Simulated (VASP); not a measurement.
Wanted: the native input for a VASP 6.6.1 run.

```
Task                   : single point
Functional             : r2SCAN
Potentials or basis    : VASP PAW PBE potentials, release 64 (Nb_sv)
Cutoff                 : 520 eV
k mesh                 : 13 × 13 × 13
Occupations            : methfessel-paxton, width 0.2 eV
Spin                   : no spin polarisation
Dipole correction      : no
Further INCAR settings : ALGO = Normal; EDIFF = 1e-06; NBANDS = 12
```

Nb:

```
Nb
1.0
    -1.65113    1.65113    1.65113
     1.65113   -1.65113    1.65113
     1.65113    1.65113   -1.65113
Nb
1
Cartesian
  0.0000 0.0000 0.0000
```

These files were run (other wordings do the same):

POSCAR

```
Nb
1.0
   -1.6511317439      1.6511317439      1.6511317439
    1.6511317439     -1.6511317439      1.6511317439
    1.6511317439      1.6511317439     -1.6511317439
Nb
1
Direct
    0.0000000000      0.0000000000      0.0000000000
```

INCAR.step1

```
  PREC = Accurate
  ENCUT = 520
  ISMEAR = 1
  SIGMA = 0.2
  LREAL = False
  LASPH = True
  NELM = 60
  NBANDS = 12
  GGA = PE
  ALGO = Normal
  EDIFF = 1E-4
  LWAVE = True
  LCHARG = False
```

INCAR.step2

```
  PREC = Accurate
  ENCUT = 520
  EDIFF = 1E-6
  ISMEAR = 1
  SIGMA = 0.2
  LREAL = False
  LASPH = True
  NELM = 60
  ALGO = Normal
  ISIF = 2
  LWAVE = False
  LCHARG = True
  METAGGA = R2SCAN
  LMIXTAU = True
  LELF = True
  LVHAR = True
  NBANDS = 12
  ISTART = 1
```

KPOINTS

```
regular mesh
0
Gamma
  13 13 13
```

Potentials or basis: VASP PAW PBE potentials, release 64 (Nb_sv).

Launch:

```sh
$ cat potpaw_PBE.64/Nb_sv/POTCAR > POTCAR
$ cp INCAR.step1 INCAR
$ mpirun -np 1 vasp_std > vasp.out
$ cp INCAR.step2 INCAR
$ mpirun -np 1 vasp_std > vasp.out
```

Results of the run:

The pressure is -0.7 GPa.

Caveat: the PAW data sets were made with another functional, which shifts forces and pressure a little.

Run time: 2.3 min on 1 thread of AMD EPYC 7R13, on a shared host, peak memory 0.12 GiB.
